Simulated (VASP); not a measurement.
Input of a VASP 6.6.1 run:

The input INCAR:

```
SYSTEM = Al16ZnN16
PREC = Accurate
ENCUT = 520
EDIFF = 1E-7
ISMEAR = -1
SIGMA = 0.01
LREAL = Auto
LASPH = .TRUE.
NELM = 100
ALGO = Normal
ISIF = 2
LWAVE = .FALSE.
LCHARG = .FALSE.
GGA = PE
NBANDS = 92
```

Contents of KPOINTS:

```
Automatic mesh
0
Gamma
  2 2 2
  0.5 0.5 0.5
```

Contents of POSCAR:

```
Al16ZnN16
1.0
    6.2595139128      0.0000000578      0.0000000000
   -3.1297570064      5.4208980350      0.0000000000
    0.0000000000      0.0000000000     10.0348065929
Al N Zn
16 16 1
Direct
    0.3122843969      0.1566953711      0.1902579848
    0.1724727227      0.3547098425      0.5211227579
    0.3342539884      0.1663105340      0.7366885485
    0.1623718252      0.3397609952      0.9827697224
    0.3258664009      0.6626438170      0.2409472479
    0.1708285626      0.8130086695      0.5229836435
    0.3415504407      0.6693452932      0.7553876482
    0.1627258016      0.8225679485      0.9828223195
    0.8344062000      0.1652203991      0.2414024292
    0.6696029976      0.3325421730      0.5100369784
    0.8277779438      0.1627317628      0.7539377615
    0.6678976432      0.3337668452      0.9936962636
    0.8337465637      0.6678099585      0.2411052315
    0.6603830858      0.8290633206      0.5020898851
    0.8276188147      0.6630262179      0.7538045016
    0.6651696377      0.8325637750      1.0005857780
    0.3314633950      0.1651301991      0.5097456538
    0.1592114276      0.3491714234      0.1655947582
    0.3293531658      0.1663021569      0.9383441346
    0.1615639141      0.3384612562      0.7042928347
    0.3309293735      0.6659477019      0.4386284582
    0.1602321261      0.8078426072      0.1663367775
    0.3431977260      0.6728986688      0.9351314738
    0.1618055008      0.8176747642      0.7060080518
    0.8342502293      0.1712967891      0.4442850698
    0.6611898440      0.3284297716      0.1854681956
    0.8245217694      0.1613669803      0.9384376096
    0.6774080444      0.3361607629      0.6993533287
    0.8330482483      0.6629752253      0.4477074285
    0.6557418016      0.8261435086      0.1864180847
    0.8248700307      0.6659061871      0.9387420257
    0.6681335354      0.8319028230      0.6887493324
    0.0804447640      0.0360579669      0.3718823817
```

Potentials or basis: VASP PAW PBE potentials, release 64 (Al, N, Zn).

Command:

```sh
$ cat potpaw_PBE.64/Al/POTCAR potpaw_PBE.64/N/POTCAR potpaw_PBE.64/Zn/POTCAR > POTCAR
$ mpirun -np 1 vasp_std > vasp.out
```

Q: Predict the pressure.

A: 11.2 GPa.

Q: What does it give for the largest force?

A: 0.469 eV/Å.

Q: Predict the band gap on the k mesh.

A: 1.41 eV.

Forces on the atoms (eV/Å):
```
Al   0.228 -0.028 -0.135
Al  -0.106  0.060 -0.074
Al   0.107 -0.078 -0.081
Al  -0.098  0.105 -0.108
Al   0.092 -0.083 -0.140
Al  -0.035  0.111 -0.015
Al   0.085 -0.123 -0.082
Al  -0.105  0.062 -0.043
Al   0.055 -0.050 -0.095
Al  -0.153  0.052 -0.023
Al   0.157 -0.025 -0.092
Al  -0.136  0.065 -0.087
Al   0.108 -0.124 -0.115
Al  -0.167  0.080 -0.075
Al   0.131 -0.079 -0.053
Al  -0.158  0.014 -0.144
N    0.182 -0.119  0.416
N   -0.069  0.110  0.132
N    0.196 -0.100  0.121
N   -0.222  0.157  0.274
N    0.157 -0.078  0.145
N   -0.169  0.082 -0.068
N    0.172 -0.125  0.015
N   -0.199  0.101  0.074
N    0.153 -0.085  0.112
N   -0.265  0.063  0.066
N    0.211 -0.105  0.137
N   -0.173  0.106 -0.029
N    0.210 -0.073 -0.192
N   -0.067  0.077  0.258
N    0.158 -0.067  0.074
N   -0.142  0.084  0.002
Zn  -0.139  0.013 -0.172
```

Caveat: the k points lie up to 0.58 Å⁻¹ apart.
